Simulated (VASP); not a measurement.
Ta4N3, 14 atoms in the cell. It takes space group P4mm (No. 99, tetragonal). Conventional cell: a = 4.357 Å, b = 4.357 Å, c = 8.395 Å, α = 90.00°, β = 90.00°, γ = 90.00°. Ta (site symmetry 2mm) has 4 N at 2.14 to 2.18 Å within 2.8 Å. Ta (site symmetry 2mm) has 4 N at 1.99 to 2.18 Å within 2.6 Å. Within 2.9 Å of Ta (site symmetry 4mm) lie 5 N at 2.18 to 2.23 Å and 4 Ta at 2.89 Å. Ta (site symmetry 4mm) has 5 N at 2.18 to 2.23 Å and 12 Ta at 2.99 to 3.12 Å within 3.2 Å. Within 2.8 Å of Ta (site symmetry 4mm) lie 5 N at 2.08 to 2.18 Å. Within 3.2 Å of Ta (site symmetry 4mm) lie 5 N at 2.18 to 2.23 Å and 12 Ta at 2.99 to 3.12 Å. Within 2.8 Å of N (site symmetry 2mm) lie 6 Ta at 2.14 to 2.18 Å. Within 2.6 Å of N (site symmetry 2mm) lie 6 Ta at 1.99 to 2.18 Å.  This cell differs from its parent crystal: the distance across one plane changed.

```yaml
Program: VASP 6.6.1
Task: single point
Functional: PBEsol
Potentials_or_basis: VASP PAW PBE potentials, release 64 (Ta_pv, N)
Cutoff: 520 eV
k_mesh: 9 × 9 × 5
Occupations: gaussian, width 0.15 eV
Spin: no spin polarisation
Dipole_correction: no
Further_INCAR_settings: ALGO = Normal; EDIFF = 1e-07; NBANDS = 72
```

Potentials or basis: VASP PAW PBE potentials, release 64 (Ta_pv, N).

Launch:

```bash
$ cat potpaw_PBE.64/Ta_pv/POTCAR potpaw_PBE.64/N/POTCAR > POTCAR
$ mpirun -np 1 vasp_std > vasp.out
```

Hardware: 1 thread of AMD EPYC 9R45 96-Core Processor (Zen 5), on a shared host.

Problem. Estimate the wall time of this run.

Solution. Run time: 8.2 min on 1 thread of AMD EPYC 9R45 96-Core Processor (Zen 5), with other jobs on the host, peak memory 0.45 GiB. Counts: scf iterations 19, k points 45.
